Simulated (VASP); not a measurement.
Na, 1 atom in the cell. It takes space group Im-3m (No. 229, cubic). Conventional cell: a = 4.225 Å, b = 4.225 Å, c = 4.225 Å, α = 90.00°, β = 90.00°, γ = 90.00°. Na (site symmetry m-3m) has 14 Na at 3.66 to 4.22 Å within 4.8 Å. 

| Quantity | Value |
| --- | --- |
| Program | VASP 6.6.1 |
| Task | single point |
| Functional | r2SCAN |
| Potentials or basis | VASP PAW PBE potentials, release 64 (Na_pv) |
| Cutoff | 520 eV |
| k mesh | 11 × 11 × 11 |
| Occupations | methfessel-paxton, width 0.3 eV |
| Spin | no spin polarisation |
| Dipole correction | no |
| Further INCAR settings | ALGO = Normal; EDIFF = 1e-06; NBANDS = 10 |

Potentials or basis: VASP PAW PBE potentials, release 64 (Na_pv).

Launch:

```sh
$ cat potpaw_PBE.64/Na_pv/POTCAR > POTCAR
$ cp INCAR.step1 INCAR
$ mpirun -np 1 vasp_std > vasp.out
$ cp INCAR.step2 INCAR
$ mpirun -np 1 vasp_std > vasp.out
```

Hardware: 1 thread of Intel Xeon 8259CL (shared host).

Estimate the wall time of this run.

Run time: 76 s on 1 thread of Intel Xeon 8259CL, on a shared host, peak memory 0.16 GiB. Counts: k points 56.
